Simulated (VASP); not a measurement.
# C (P4_2/mmc) in VASP: a series of runs, part 2 of 2

VASP 6.6.1. The steps go on from the part before.

## (3) Single point, PBE

File INCAR:

```
PREC = Accurate ; ENCUT = 520
EDIFF = 1E-7 ; ISMEAR = 0
SIGMA = 0.02 ; LREAL = False
LASPH = True ; NELM = 60
ALGO = Normal ; ISIF = 2
LWAVE = False ; LCHARG = False
GGA = PE ; NBANDS = 21
```

File KPOINTS:

```
regular mesh
0
Gamma
  10 10 6
```

File POSCAR:

```
C
1.0
    3.4382001552      0.0000000000      0.0000000000
    0.0000000000      3.4382001552      0.0000000000
    0.0000000000      0.0000000000      4.4591947001
C
6
Direct
    0.0000000000      0.0000000000      0.2500000000
    0.0000000000      0.0000000000      0.7500000000
    0.6937126146     -0.0000011933      0.5000000000
    0.3062873854      1.0000011933      0.5000000000
    1.0000011933      0.6937126146      0.0000000000
   -0.0000011933      0.3062873854      0.0000000000
```

Potentials or basis: VASP PAW PBE potentials, release 64 (C).

Run with:

```console
$ cat potpaw_PBE.64/C/POTCAR > POTCAR
$ mpirun -np 1 vasp_std > vasp.out
```

OUTCAR:

```text
PREC = Accurate
   ENCUT = 520
   EDIFF = 1E-7
   ISMEAR = 0
   LREAL = False
   LASPH = True
   NELM = 60
   ISIF = 2
   GGA = PE

 ion  position               nearest neighbor table
   1  0.000  0.000  0.250-   3 1.53   4 1.53   5 1.53   6 1.53
   2  0.000  0.000  0.750-   3 1.53   4 1.53   5 1.53   6 1.53
   3  0.694  1.000  0.500-   4 1.33   2 1.53   1 1.53
   4  0.306  0.000  0.500-   3 1.33   2 1.53   1 1.53
   5  0.000  0.694  0.000-   6 1.33   2 1.53   1 1.53
   6  1.000  0.306  0.000-   5 1.33   2 1.53   1 1.53

  LATTYP: Found a simple tetragonal cell.
 ALAT       =     3.4382001552
 C/A-ratio  =     1.2969561104

  Lattice vectors:

 A1 = (   3.4382001552,   0.0000000000,   0.0000000000)
 A2 = (   0.0000000000,   3.4382001552,   0.0000000000)
 A3 = (   0.0000000000,   0.0000000000,   4.4591947001)

Analysis of symmetry for initial positions (statically):
=====================================================================
 Subroutine PRICEL returns:
 Original cell was already a primitive cell.

 Routine SETGRP: Setting up the symmetry group for a
 simple tetragonal supercell.

 Subroutine GETGRP returns: Found 16 space group operations
 (whereof  8 operations were pure point group operations)
 out of a pool of 16 trial point group operations.

The static configuration has the point symmetry D_2h.
 The point group associated with its full space group is D_4h.

Analysis of symmetry for dynamics (positions and initial velocities):
=====================================================================
 Subroutine PRICEL returns:
 Original cell was already a primitive cell.

 Routine SETGRP: Setting up the symmetry group for a
 simple tetragonal supercell.

 Subroutine GETGRP returns: Found 16 space group operations
 (whereof  8 operations were pure point group operations)
 out of a pool of 16 trial point group operations.

The dynamic configuration has the point symmetry D_2h.
 The point group associated with its full space group is D_4h.

 Subroutine INISYM returns: Found 16 space group operations
 (whereof  8 operations are pure point group operations),
 and found     1 'primitive' translations

----------------------------------------------------------------------------------------

                                     Primitive cell

  volume of cell :      52.7131

  direct lattice vectors                    reciprocal lattice vectors
     3.438200155  0.000000000  0.000000000     0.290849850  0.000000000  0.000000000
     0.000000000  3.438200155  0.000000000     0.000000000  0.290849850  0.000000000
     0.000000000  0.000000000  4.459194700     0.000000000  0.000000000  0.224255738

  length of vectors
     3.438200155  3.438200155  4.459194700     0.290849850  0.290849850  0.224255738

  position of ions in fractional coordinates (direct lattice)
     0.000000000  0.000000000  0.250000000
     0.000000000  0.000000000  0.750000000
     0.693712615  0.999998807  0.500000000
     0.306287385  0.000001193  0.500000000
     0.000001193  0.693712615  0.000000000
     0.999998807  0.306287385  0.000000000
[... 33 lines left out ...]

 Found     84 irreducible k-points:

 Following reciprocal coordinates:
            Coordinates               Weight
  0.000000  0.000000  0.000000      1.000000
  0.100000  0.000000  0.000000      4.000000
  0.200000  0.000000  0.000000      4.000000
  0.300000  0.000000  0.000000      4.000000
  0.400000  0.000000  0.000000      4.000000
  0.500000  0.000000  0.000000      2.000000
[... 16 lines left out ...]
  0.100000  0.000000  0.166667      8.000000
  0.200000  0.000000  0.166667      8.000000
 [... further k-points ...]
   k-points           NKPTS =     84   k-points in BZ     NKDIM =     84   number of bands    NBANDS=     21
   number of dos      NEDOS =    301   number of ions     NIONS =      6
   total plane-waves  NPLWV =  28224
   dimension x,y,z NGX =    28 NGY =   28 NGZ =   36
   dimension x,y,z NGXF=    56 NGYF=   56 NGZF=   72
   ions per type =               6
   NGX,Y,Z   is equivalent  to a cutoff of  13.54, 13.54, 13.42 a.u.
   NGXF,Y,Z  is equivalent  to a cutoff of  27.08, 27.08, 26.84 a.u.
 SYSTEM =  unknown system
   PREC   = accura    normal or accurate (medium, high low for compatibility)
   ISTART =      0    job   : 0-new  1-cont  2-samecut
   ICHARG =      2    charge: 1-file 2-atom 10-const
   ISPIN  =      1    spin polarized calculation?
   LNONCOLLINEAR =      F non collinear calculations
   LSORBIT =      F    spin-orbit coupling
   LASPH  =      T    aspherical Exc in radial PAW
   ENCUT  =  520.0 eV  38.22 Ry    6.18 a.u.   6.39  6.39  8.29*2*pi/ulx,y,z
   NELM   =     60;   NELMIN=  2; NELMDL= -5     # of ELM steps
   EDIFF  = 0.1E-06   stopping-criterion for ELM
   LREAL  =      F    real-space projection
   EDIFFG = 0.1E-05   stopping-criterion for IOM
   NSW    =      0    number of steps for IOM
   IBRION =     -1    ionic relax: 0-MD 1-quasi-New 2-CG
   NFREE  =      0    steps in history (QN), initial steepest desc. (CG)
   ISIF   =      2    stress and relaxation
   ISYM   =      2    0-nonsym 1-usesym 2-fastsym
   POTIM  = 0.5000    time-step for ionic-motion
   TEBEG  =    0.0;   TEEND  =   0.0 temperature during run
   PSTRESS=    0.0 pullay stress
   NELECT =      24.0000    total number of electrons
   NUPDOWN=      -1.0000    fix difference up-down
   EMIN   =  10.00;   EMAX   =-10.00  energy-range for DOS
   EFERMI =   0.00;   METHOD = LEGACY
   ISMEAR =     0;   SIGMA  =   0.02  broadening in eV -4-tet -1-fermi 0-gaus
   EFERMI_NEDOS =   21; number of points for ismear=-14 and -15
   IALGO  =     38    algorithm
   IMIX   =      4    mixing-type and parameters
     AMIX     =   0.40;   BMIX     =  1.00
     AMIX_MAG =   1.60;   BMIX_MAG =  1.00
  volume/ion in A,a.u.               =       8.79        59.29
  Fermi-wavevector in a.u.,A,eV,Ry     =   1.259425  2.379968 21.580901  1.586151
  Thomas-Fermi vector in A             =   2.392985
   LORBIT       =      0    0 simple, 1 ext, 2 COOP (PROOUT), +10 PAW based schemes
   GGA     = PE    functional components
   LHFCALC =     F    Hartree Fock is set to
   AEXX    =    0.0000 exact exchange contribution
   IVDW    =     0    specifies the selected vdW correction
   LEPSILON=     F    determine dielectric tensor
   LRPA    =     F    only Hartree local field effects (RPA)
 non-spin polarized calculation
 Gauss-broadening in eV      SIGMA  =   0.02
  energy-cutoff  :      520.00
  volume of cell :       52.71
 maximum number of plane-waves:      1437
 NGX is ok and might be reduce to    28
   NGX = 13   NGY = 13   NGZ = 17

 number of electron      24.0000005 magnetization

 Free energy of the ion-electron system (eV)
  ---------------------------------------------------
  ext. energy  EPLUGINS =         0.00000000
  ---------------------------------------------------
  free energy    TOTEN  =       -51.19728055 eV

  energy without entropy =      -51.19728055  energy(sigma->0) =      -51.19728055

 E-fermi :   4.7492     XC(G=0): -10.3636

 val. band max:        4.5693834279   @ k =   0.0000   0.0000   0.5000
 cond. band min:       5.2206702451   @ k =   0.5000   0.3000   0.0000
 fundamental gap:      0.6512868173
 Fermi energy:         4.7491918492

 k-point     1 :       0.0000    0.0000    0.0000
  band No.  band energies     occupation
      1     -14.8913      2.00000
      2     -10.8191      2.00000
      3      -8.1595      2.00000
      4      -6.1398      2.00000
      5      -5.8444      2.00000
      6      -3.9941      2.00000
[... 565 lines left out ...]
     20      14.5768      0.00000
     21      16.7217      0.00000

 [... further k-points ...]

------------------------ aborting loop because EDIFF is reached ----------------------------------------

  FORCE on cell =-STRESS in cart. coord.  units (eV):
  Direction    XX          YY          ZZ          XY          YZ          ZX
  --------------------------------------------------------------------------------------
  -------------------------------------------------------------------------------------
  Total        0.0764800      0.0764800      0.1255622      0.0000000      0.0000000      0.0000000
  in kB        2.3245550      2.3245550      3.8163729      0.0000000      0.0000000      0.0000000
  external PRESSURE =       2.8218276 kB  Pullay stress =       0.0000000 kB

 VOLUME and BASIS-vectors are now :
 -----------------------------------------------------------------------------
  energy-cutoff  :      520.00
  volume of cell :       52.71
      direct lattice vectors                 reciprocal lattice vectors
     3.438200155  0.000000000  0.000000000     0.290849850  0.000000000  0.000000000
     0.000000000  3.438200155  0.000000000     0.000000000  0.290849850  0.000000000
     0.000000000  0.000000000  4.459194700     0.000000000  0.000000000  0.224255738

 POSITION                                       TOTAL-FORCE (eV/Angst)
 -----------------------------------------------------------------------------------
      0.00000      0.00000      1.11480        -0.000000      0.000000      0.000000
      0.00000      0.00000      3.34440        -0.000000      0.000000     -0.000000
      2.38512      3.43820      2.22960         0.002662      0.000000     -0.000000
      1.05308      0.00000      2.22960        -0.002662     -0.000000      0.000000
      0.00000      2.38512      0.00000        -0.000000      0.002662      0.000000
      3.43820      1.05308      0.00000         0.000000     -0.002662     -0.000000
 -----------------------------------------------------------------------------------
    total drift:                                0.000000     -0.000000     -0.000000

  FREE ENERGIE OF THE ION-ELECTRON SYSTEM (eV)
  ---------------------------------------------------
  free  energy   TOTEN  =       -51.1972805490 eV

  energy  without entropy=      -51.1972805490  energy(sigma->0) =      -51.19728055
```

It took 2.3 min on 1 thread of Intel Xeon 8259CL, shared host; peak memory 0.2 GiB.

What came out:

```
Free energy            : -51.1973 eV
Pressure               : 0.3 GPa
Band gap on the k mesh : 0.65 eV (least direct gap 2.09 eV)
```

Forces on the atoms (eV/Å):
```
C    0.000  0.000  0.000
C    0.000  0.000  0.000
C    0.003  0.000  0.000
C   -0.003  0.000  0.000
C    0.000  0.003  0.000
C    0.000 -0.003  0.000
```

A k mesh can miss the band edges.

## (4) Relaxation of cell and atoms, PBE

File INCAR:

```
SYSTEM = C
PREC = Accurate ; ENCUT = 600
EDIFF = 1E-6 ; ISMEAR = 0
SIGMA = 0.02 ; LREAL = .False.
LASPH = .True. ; NELM = 60
ALGO = Normal ; ISIF = 3
LWAVE = .False. ; LCHARG = .False.
GGA = PE ; IBRION = 2
NSW = 100 ; EDIFFG = -0.01
```

File KPOINTS:

```
Automatic mesh
0
Gamma
  8 8 6
  0 0 0
```

POSCAR is that of step 3.

Run with:

```console
$ cat potpaw_PBE.64/C/POTCAR > POTCAR
$ mpirun -np 1 vasp_std > vasp.out
```

Wall time 81 s (1 thread of Intel Xeon 8259CL, shared host); peak memory 0.19 GiB.

It converged, with:

```
Free energy                  : -51.2085 eV
Pressure after relaxing      : -0.1 GPa
Largest force after relaxing : 0.010 eV/Å
Band gap on the k mesh       : 0.66 eV (least direct gap 2.09 eV)
```

Forces in eV/Å, atoms in the order of the input:
```
C    0.000  0.000  0.000
C    0.000  0.000  0.000
C    0.010  0.000  0.000
C   -0.010  0.000  0.000
C    0.000  0.010  0.000
C    0.000 -0.010  0.000
```

Stress tensor (GPa, compression positive):
```
-0.13  0.00  0.00
 0.00 -0.13  0.00
 0.00  0.00 -0.02
```

Final structure:
```yaml
crystal:
  lattice:
    - [3.43820, 0.00000, 0.00000]
    - [0.00000, 3.43820, 0.00000]
    - [0.00000, 0.00000, 4.45919]
  atoms:
    - { symbol: C, position: [0.00000, 0.00000, 0.25000] }
    - { symbol: C, position: [0.00000, 0.00000, 0.75000] }
    - { symbol: C, position: [0.69371, 0.00000, 0.50000] }
    - { symbol: C, position: [0.30629, 0.00000, 0.50000] }
    - { symbol: C, position: [0.00000, 0.69371, 0.00000] }
    - { symbol: C, position: [0.00000, 0.30629, 0.00000] }
```

Levels at points of the mesh, in eV from the valence-band top:
```csv
k point,band 10,band 11,band 12,band 13,band 14,band 15
"(0.00, 0.00, 0.00)",-3.79,-2.39,-2.39,3.89,5.56,5.65
"(0.50, 0.00, 0.00)",-2.68,-2.02,-1.91,1.29,4.18,6.18
"(0.50, 0.50, 0.00)",-4.59,-1.80,-1.34,0.75,0.75,9.03
"(0.00, 0.00, 0.50)",-6.28,0.00,0.00,3.95,3.95,4.85
"(0.50, 0.00, 0.50)",-3.75,-2.37,-1.89,3.68,4.09,4.84
"(0.50, 0.50, 0.50)",-3.67,-3.42,-3.42,1.41,1.41,8.21
```

Caveat: the relaxation stopped at its first step, so nothing moved. A k mesh can miss the band edges.

## (5) Summary

| task | cell | k mesh | cutoff (eV) | gap on the mesh (eV) | pressure (GPa) |
| --- | --- | --- | --- | --- | --- |
| single point | as given | 8 × 8 × 6 | 520 | 0.66 | 0.3 |
| single point | as given | 10 × 10 × 6 | 520 | 0.65 | 0.3 |
| relaxation of cell and atoms | relaxed | 8 × 8 × 6 | 600 | 0.66 | -0.1 |

Alike in all rows: level PBE; potentials or basis VASP PAW PBE potentials, release 64 (C); no spin polarisation; smearing gaussian 0.02 eV.

Caveats: the relaxation stopped at its first step, so nothing moved (at least some runs).

Total energies depend on the potentials used, so only differences within one code and one set of settings carry meaning.
